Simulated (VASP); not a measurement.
A run of VASP 6.6.1:

Contents of INCAR:

```
  AGGAC = 1.0
  AGGAX = 1.0
  ALDAC = 0.0
  ALDAX = 1.0
  ALGO = Normal
  EDIFF = 1E-7
  ENCUT = 520
  GGA = B5
  ISIF = 2
  ISMEAR = -1
  LASPH = T
  LCHARG = T
  LELF = T
  LREAL = F
  LVHAR = T
  LWAVE = F
  NBANDS = 21
  NELM = 80
  PREC = Accurate
  SIGMA = 0.1
```

KPOINTS

```
k-points
0
Gamma
  21 21 11
```

The input POSCAR:

```
Mo
1.0
    2.7908100670      0.0000000000      0.0000000000
   -1.3954050335      2.4169124152      0.0000000000
    0.0000000000      0.0000000000      4.9744967363
Mo
2
Direct
    0.3333333333      0.6666666667      0.2500000000
    0.6666666667      0.3333333333      0.7500000000
```

Potentials or basis: VASP PAW PBE potentials, release 64 (Mo_sv).

Run with:

```bash
$ cat potpaw_PBE.64/Mo_sv/POTCAR > POTCAR
$ mpirun -np 1 vasp_std > vasp.out
```

Hardware: 1 thread of AMD EPYC 9R45 96-Core Processor (Zen 5), with other jobs on the host.

Problem. Estimate the wall time of this run.

Solution. Run time: 99 s on 1 thread of AMD EPYC 9R45 96-Core Processor (Zen 5), with other jobs on the host, peak memory 0.24 GiB. Counts: scf iterations 13, k points 288.
